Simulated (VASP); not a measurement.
Set up this calculation in VASP 6.6.1, as the native input.

* Task: relaxation of cell and atoms
* Functional: PBE
* Potentials or basis: VASP PAW PBE potentials, release 64 (Be)
* Cutoff: 600 eV
* k mesh: 30 × 30 × 30
* Occupations: gaussian, width 0.1 eV
* Spin: no spin polarisation
* Dipole correction: no
* Further INCAR settings: ALGO = Normal; EDIFF = 1e-07; IBRION = 2; EDIFFG = -0.01; NSW = 100; ISIF = 3

The structure of Be lies in POSCAR:

```
Be
1.0
    0.0000000000      1.5779135939      1.5779135939
    1.5779135939      0.0000000000      1.5779135939
    1.5779135939      1.5779135939      0.0000000000
Be
1
Direct
    0.0000000000      0.0000000000      0.0000000000
```

The input as run:

INCAR

```
SYSTEM = Be
PREC = Accurate ; ENCUT = 600
EDIFF = 1E-7 ; ISMEAR = 0
SIGMA = 0.1 ; LREAL = .False.
LASPH = .True. ; NELM = 80
ALGO = Normal ; ISIF = 3
LWAVE = .False. ; LCHARG = .False.
GGA = PE ; IBRION = 2
NSW = 100 ; EDIFFG = -0.01
```

KPOINTS

```
regular mesh
0
Gamma
  30 30 30
  0 0 0
```

Potentials or basis: VASP PAW PBE potentials, release 64 (Be).

The run is started by

```bash
$ cat potpaw_PBE.64/Be/POTCAR > POTCAR
$ mpirun -np 1 vasp_std > vasp.out
```

Results of the run:

```yaml
Relaxed_volume: 7.87 Å³/atom
Relaxed_cell: a = 2.233 Å, b = 2.233 Å, c = 2.233 Å, α = 60.00°, β = 60.00°, γ = 60.00°
Space_group_after_relaxing_to_0.05_Å: Fm-3m (No. 225)
Energy_gained_by_relaxing: 0.0 meV/atom
Ionic_steps: 2
Pressure_after_relaxing: 0.0 GPa
Band_gap_on_the_k_mesh: zero (band 1 reaches 8.19 eV, above the bottom of band 2 at 7.49 eV)
```

It took 22 s on 1 thread of AMD EPYC 9R45 96-Core Processor (Zen 5), on a shared host, peak memory 0.12 GiB.
